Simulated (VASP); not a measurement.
## LiCl: single point with PBE

The system is LiCl.

```
CELL_PARAMETERS angstrom
3.97653 0.00000 0.00000
-1.98827 3.44378 0.00000
0.00000 0.00000 6.44082
ATOMIC_POSITIONS crystal
Cl 0.33333 0.66667 0.99898
Cl 0.66667 0.33333 0.49898
Li 0.33333 0.66667 0.37602
Li 0.66667 0.33333 0.87602
```

```json
{
  "Program": "VASP 6.6.1",
  "Task": "single point",
  "Functional": "PBE",
  "Potentials or basis": "VASP PAW PBE potentials, release 64 (Cl, Li_sv)",
  "Cutoff": "520 eV",
  "k mesh": "8 × 8 × 4",
  "Occupations": "fermi-dirac, width 0.05 eV",
  "Spin": "no spin polarisation",
  "Dipole correction": "no",
  "Further INCAR settings": "ALGO = Normal; EDIFF = 1e-06; NBANDS = 18"
}
```

```
Largest force          : 0.015 eV/Å
Band gap on the k mesh : 5.81 eV, direct
```

Forces in eV/Å, atoms in the order of the input:
```
Cl   0.000  0.000 -0.015
Cl   0.000  0.000 -0.015
Li   0.000  0.000  0.015
Li   0.000  0.000  0.015
```

Levels at points of the mesh, in eV from the valence-band top:
| k point | band 8 | band 9 | band 10 | band 11 | band 12 | band 13 |
| --- | --- | --- | --- | --- | --- | --- |
| (0.00, 0.00, 0.00) | -0.02 | -0.02 | 0.00 | 5.81 | 8.06 | 9.97 |
| (0.50, 0.00, 0.00) | -0.77 | -0.51 | -0.27 | 7.79 | 7.96 | 8.94 |
| (0.00, 0.00, 0.50) | -0.16 | -0.16 | -0.16 | 7.08 | 7.08 | 10.07 |
| (0.50, 0.00, 0.50) | -0.53 | -0.52 | -0.52 | 7.36 | 7.36 | 9.86 |

Wall time 19 s on 1 thread of Intel(R) Xeon(R) 6975P-C (Granite Rapids), with other jobs on the host, peak memory 0.19 GiB.

 A hybrid or GW would open this gap; PBE tends to underestimate it.
